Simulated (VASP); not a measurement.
# F (Im-3m) in VASP: notebook, part 2 of 2

VASP 6.6.1. Earlier steps stand in the parts before.

### Step 3. Single point, PBE

This run uses another cell than the first one, of 10.69 Å³/atom, 1.019 times its volume.

INCAR reads:

```
SYSTEM = F
ALGO = Normal
EDIFF = 1E-6
ENCUT = 520
GGA = PE
ISIF = 2
ISMEAR = -1
LASPH = .TRUE.
LCHARG = .FALSE.
LREAL = .FALSE.
LWAVE = .FALSE.
NBANDS = 10
NELM = 60
PREC = Accurate
SIGMA = 0.06122561905347299
```

KPOINTS reads:

```
k-points
0
G
  28 28 28
  0 0 0
```

POSCAR reads:

```
F
1.0
   -1.3875960034      1.3875960034      1.3875960034
    1.3875960034     -1.3875960034      1.3875960034
    1.3875960034      1.3875960034     -1.3875960034
F
1
Direct
    0.0000000000      0.0000000000      0.0000000000
```

Potentials or basis: VASP PAW PBE potentials, release 64 (F).

Launch:

```sh
cat potpaw_PBE.64/F/POTCAR > POTCAR
mpirun -np 1 vasp_std > vasp.out
```

OUTCAR:

```text
SYSTEM = F
   EDIFF = 1E-6
   ENCUT = 520
   GGA = PE
   ISIF = 2
   ISMEAR = -1
   LASPH = .TRUE.
   LREAL = .FALSE.
   NELM = 60
   PREC = Accurate

 ion  position               nearest neighbor table
   1  0.000  0.000  0.000-

  LATTYP: Found a body centered cubic cell.
 ALAT       =     2.7751920068

  Lattice vectors:

 A1 = (  -1.3875960034,   1.3875960034,   1.3875960034)
 A2 = (   1.3875960034,  -1.3875960034,   1.3875960034)
 A3 = (   1.3875960034,   1.3875960034,  -1.3875960034)

Analysis of symmetry for initial positions (statically):
=====================================================================
 Subroutine PRICEL returns:
 Original cell was already a primitive cell.

 Routine SETGRP: Setting up the symmetry group for a
 body centered cubic supercell.

 Subroutine GETGRP returns: Found 48 space group operations
 (whereof 48 operations were pure point group operations)
 out of a pool of 48 trial point group operations.

The static configuration has the point symmetry O_h .

Analysis of symmetry for dynamics (positions and initial velocities):
=====================================================================
 Subroutine PRICEL returns:
 Original cell was already a primitive cell.

 Routine SETGRP: Setting up the symmetry group for a
 body centered cubic supercell.

 Subroutine GETGRP returns: Found 48 space group operations
 (whereof 48 operations were pure point group operations)
 out of a pool of 48 trial point group operations.

The dynamic configuration has the point symmetry O_h .

 Subroutine INISYM returns: Found 48 space group operations
 (whereof 48 operations are pure point group operations),
 and found     1 'primitive' translations

----------------------------------------------------------------------------------------

                                     Primitive cell

  volume of cell :      10.6868

  direct lattice vectors                    reciprocal lattice vectors
    -1.387596003  1.387596003  1.387596003     0.000000000  0.360335428  0.360335428
     1.387596003 -1.387596003  1.387596003     0.360335428  0.000000000  0.360335428
     1.387596003  1.387596003 -1.387596003     0.360335428  0.360335428  0.000000000

  length of vectors
     2.403386778  2.403386778  2.403386778     0.509591250  0.509591250  0.509591250

  position of ions in fractional coordinates (direct lattice)
     0.000000000  0.000000000  0.000000000

  ion indices of the primitive-cell ions
   primitive index   ion index
                 1           1

----------------------------------------------------------------------------------------

 KPOINTS: k-points

Automatic generation of k-mesh.
 Grid dimensions read from file:
 generate k-points for:   28   28   28

 Generating k-lattice:

  Cartesian coordinates                     Fractional coordinates (reciprocal lattice)
     0.000000000  0.012869122  0.012869122     0.035714286  0.000000000  0.000000000
     0.012869122  0.000000000  0.012869122     0.000000000  0.035714286  0.000000000
     0.012869122  0.012869122  0.000000000     0.000000000  0.000000000  0.035714286

  Length of vectors
     0.018199687  0.018199687  0.018199687

  Shift w.r.t. Gamma in fractional coordinates (k-lattice)
     0.000000000  0.000000000  0.000000000

 Subroutine IBZKPT returns following result:
 ===========================================

 Found    624 irreducible k-points:

 Following reciprocal coordinates:
            Coordinates               Weight
  0.000000  0.000000  0.000000      1.000000
  0.035714  0.000000  0.000000     12.000000
  0.071429  0.000000  0.000000     12.000000
  0.107143  0.000000  0.000000     12.000000
  0.142857  0.000000  0.000000     12.000000
  0.178571  0.000000  0.000000     12.000000
[... 16 lines left out ...]
  0.285714  0.035714  0.000000     48.000000
  0.321429  0.035714 -0.000000     48.000000
 [... further k-points ...]
   k-points           NKPTS =    624   k-points in BZ     NKDIM =    624   number of bands    NBANDS=     10
   number of dos      NEDOS =    301   number of ions     NIONS =      1
   total plane-waves  NPLWV =   5832
   dimension x,y,z NGX =    18 NGY =   18 NGZ =   18
   dimension x,y,z NGXF=    36 NGYF=   36 NGZF=   36
   ions per type =               1
   NGX,Y,Z   is equivalent  to a cutoff of  12.45, 12.45, 12.45 a.u.
   NGXF,Y,Z  is equivalent  to a cutoff of  24.90, 24.90, 24.90 a.u.
 SYSTEM =  F
   PREC   = accura    normal or accurate (medium, high low for compatibility)
   ISTART =      0    job   : 0-new  1-cont  2-samecut
   ICHARG =      2    charge: 1-file 2-atom 10-const
   ISPIN  =      1    spin polarized calculation?
   LNONCOLLINEAR =      F non collinear calculations
   LSORBIT =      F    spin-orbit coupling
   LASPH  =      T    aspherical Exc in radial PAW
   ENCUT  =  520.0 eV  38.22 Ry    6.18 a.u.   4.47  4.47  4.47*2*pi/ulx,y,z
   NELM   =     60;   NELMIN=  2; NELMDL= -5     # of ELM steps
   EDIFF  = 0.1E-05   stopping-criterion for ELM
   LREAL  =      F    real-space projection
   EDIFFG = 0.1E-04   stopping-criterion for IOM
   NSW    =      0    number of steps for IOM
   IBRION =     -1    ionic relax: 0-MD 1-quasi-New 2-CG
   NFREE  =      0    steps in history (QN), initial steepest desc. (CG)
   ISIF   =      2    stress and relaxation
   ISYM   =      2    0-nonsym 1-usesym 2-fastsym
   POTIM  = 0.5000    time-step for ionic-motion
   TEBEG  =    0.0;   TEEND  =   0.0 temperature during run
   PSTRESS=    0.0 pullay stress
   NELECT =       7.0000    total number of electrons
   NUPDOWN=      -1.0000    fix difference up-down
   EMIN   =  10.00;   EMAX   =-10.00  energy-range for DOS
   EFERMI =   0.00;   METHOD = LEGACY
   ISMEAR =    -1;   SIGMA  =   0.06  broadening in eV -4-tet -1-fermi 0-gaus
   EFERMI_NEDOS =   21; number of points for ismear=-14 and -15
   IALGO  =     38    algorithm
   IMIX   =      4    mixing-type and parameters
     AMIX     =   0.40;   BMIX     =  1.00
     AMIX_MAG =   1.60;   BMIX_MAG =  1.00
  volume/ion in A,a.u.               =      10.69        72.12
  Fermi-wavevector in a.u.,A,eV,Ry     =   1.421754  2.686726 27.502607  2.021385
  Thomas-Fermi vector in A             =   2.542530
   LORBIT       =      0    0 simple, 1 ext, 2 COOP (PROOUT), +10 PAW based schemes
   GGA     = PE    functional components
[... 5 lines left out ...]
 non-spin polarized calculation
  energy-cutoff  :      520.00
  volume of cell :       10.69
 maximum number of plane-waves:       321
 NGX is ok and might be reduce to    18
   NGX =  9   NGY =  9   NGZ =  9

 number of electron       7.0000010 magnetization

 Free energy of the ion-electron system (eV)
  ---------------------------------------------------
  ext. energy  EPLUGINS =         0.00000000
  ---------------------------------------------------
  free energy    TOTEN  =        -0.82461628 eV

  energy without entropy =       -0.78637979  energy(sigma->0) =       -0.80549803

 E-fermi :  -3.8980     XC(G=0): -10.0052

 val. band max:       -3.8982532219   @ k =  -0.3214  -0.4286   0.0357
 cond. band min:      -3.8977304809   @ k =  -0.4286  -0.4643   0.0714
 fundamental gap:      0.0005227410
 Fermi energy:        -3.8980026374

 k-point     1 :       0.0000    0.0000    0.0000
  band No.  band energies     occupation
      1     -25.3318      2.00000
      2      -3.4971      0.00286
      3      -3.4971      0.00286
      4      -3.4971      0.00286
      5       9.3555      0.00000
      6      31.7477      0.00000
      7      31.7477      0.00000
      8      31.7477      0.00000
      9      34.7087      0.00000
     10      34.7087      0.00000

 k-point     2 :       0.0357    0.0000    0.0000
  band No.  band energies     occupation
      1     -25.3156      2.00000
      2      -3.5561      0.00748
      3      -3.5095      0.00351
      4      -3.4985      0.00293
      5       9.4298      0.00000
      6      31.3935      0.00000
      7      31.4366      0.00000
      8      31.8123      0.00000
      9      33.9893      0.00000
     10      34.3837      0.00000
[... 274 lines left out ...]
 k-point    24 :       0.3214    0.0357   -0.0000
  band No.  band energies     occupation
      1     -24.2361      2.00000
      2      -6.5991      2.00000
      3      -4.2334      1.99167
      4      -3.6065      0.01697
      5      13.7947      0.00000
      6      20.3678      0.00000
      7      25.1110      0.00000
      8      31.4962      0.00000
      9      35.8922      0.00000
     10      36.3472      0.00000

 [... further k-points ...]

------------------------ aborting loop because EDIFF is reached ----------------------------------------

  FORCE on cell =-STRESS in cart. coord.  units (eV):
  Direction    XX          YY          ZZ          XY          YZ          ZX
  --------------------------------------------------------------------------------------
  -------------------------------------------------------------------------------------
  Total       -0.2114264     -0.2114264     -0.2114264      0.0000000     -0.0000000      0.0000000
  in kB      -31.6971849    -31.6971849    -31.6971849      0.0000000     -0.0000000      0.0000000
  external PRESSURE =     -31.6971849 kB  Pullay stress =       0.0000000 kB

 VOLUME and BASIS-vectors are now :
 -----------------------------------------------------------------------------
  energy-cutoff  :      520.00
  volume of cell :       10.69
      direct lattice vectors                 reciprocal lattice vectors
    -1.387596003  1.387596003  1.387596003     0.000000000  0.360335428  0.360335428
     1.387596003 -1.387596003  1.387596003     0.360335428  0.000000000  0.360335428
     1.387596003  1.387596003 -1.387596003     0.360335428  0.360335428  0.000000000

 POSITION                                       TOTAL-FORCE (eV/Angst)
 -----------------------------------------------------------------------------------
      0.00000      0.00000      0.00000         0.000000     -0.000000      0.000000
 -----------------------------------------------------------------------------------
    total drift:                                0.000000     -0.000000      0.000000

  FREE ENERGIE OF THE ION-ELECTRON SYSTEM (eV)
  ---------------------------------------------------
  free  energy   TOTEN  =        -0.8246162794 eV

  energy  without entropy=       -0.7863797887  energy(sigma->0) =       -0.80549803
```

OSZICAR:

```text
N       E                     dE             d eps       ncg     rms          rms(c)
DAV:   1     0.137353095339E+02    0.13735E+02   -0.37316E+03 13320   0.608E+02
DAV:   2    -0.698920028090E+00   -0.14434E+02   -0.14114E+02 14122   0.118E+02
DAV:   3    -0.824059593258E+00   -0.12514E+00   -0.12213E+00 14806   0.898E+00
DAV:   4    -0.824170071113E+00   -0.11048E-03   -0.11048E-03 13488   0.345E-01
DAV:   5    -0.824170251497E+00   -0.18038E-06   -0.18082E-06 14168   0.124E-02    0.170E-01
DAV:   6    -0.824312704509E+00   -0.14245E-03   -0.10468E-03 13500   0.229E-01    0.861E-02
DAV:   7    -0.824537940208E+00   -0.22524E-03   -0.14703E-04 13388   0.928E-02    0.421E-02
DAV:   8    -0.824614660935E+00   -0.76721E-04   -0.52774E-05 13210   0.678E-02    0.256E-03
DAV:   9    -0.824616107051E+00   -0.14461E-05   -0.39027E-07 14092   0.671E-03    0.675E-04
DAV:  10    -0.824616279430E+00   -0.17238E-06   -0.48197E-08  6878   0.179E-03
   1 F= -.82461628E+00 E0= -.80549803E+00  d E =-.382365E-01
```

Wall time 22 s (1 thread of Intel Xeon 6975P-C (Granite Rapids), shared host); peak memory 0.16 GiB.

Results:

```
Free energy : -0.8246 eV
Pressure    : -3.2 GPa
```

Caveat: an odd number of electrons without spin polarisation forces a metal; a magnetic or distorted state may lie lower.

### Step 4. Single point, PBE

This run uses another cell than the first one, of 10.69 Å³/atom, 1.019 times its volume.

INCAR reads:

```
ALGO = Normal
EDIFF = 1E-7
ENCUT = 520
GGA = PE
ISIF = 2
ISMEAR = -1
LASPH = T
LCHARG = F
LREAL = F
LWAVE = F
NBANDS = 10
NELM = 100
PREC = Accurate
SIGMA = 0.06122561905347299
```

KPOINTS reads:

```
k-points
0
Gamma
  28 28 28
```

POSCAR is that of step 3.

Launch:

```sh
cat potpaw_PBE.64/F/POTCAR > POTCAR
mpirun -np 1 vasp_std > vasp.out
```

It took 26 s on 1 thread of Intel Xeon 6975P-C (Granite Rapids), shared host; peak memory 0.15 GiB.

Results (log left out):

| Item | Value |
| --- | --- |
| Free energy | -0.8246 eV |
| Pressure | -3.2 GPa |

Levels at points of the mesh, in eV from the Fermi level:
```tsv
k point	band 2	band 3	band 4	band 5	band 6	band 7
(0.00, 0.00, 0.00)	0.40	0.40	0.40	13.25	35.65	35.65
(0.50, 0.00, 0.00)	-3.56	-0.53	0.28	19.53	21.88	28.18
(0.50, 0.50, 0.50)	-1.82	-1.82	-1.82	20.24	20.24	30.94
```

Caveat: an odd number of electrons without spin polarisation forces a metal; a magnetic or distorted state may lie lower.
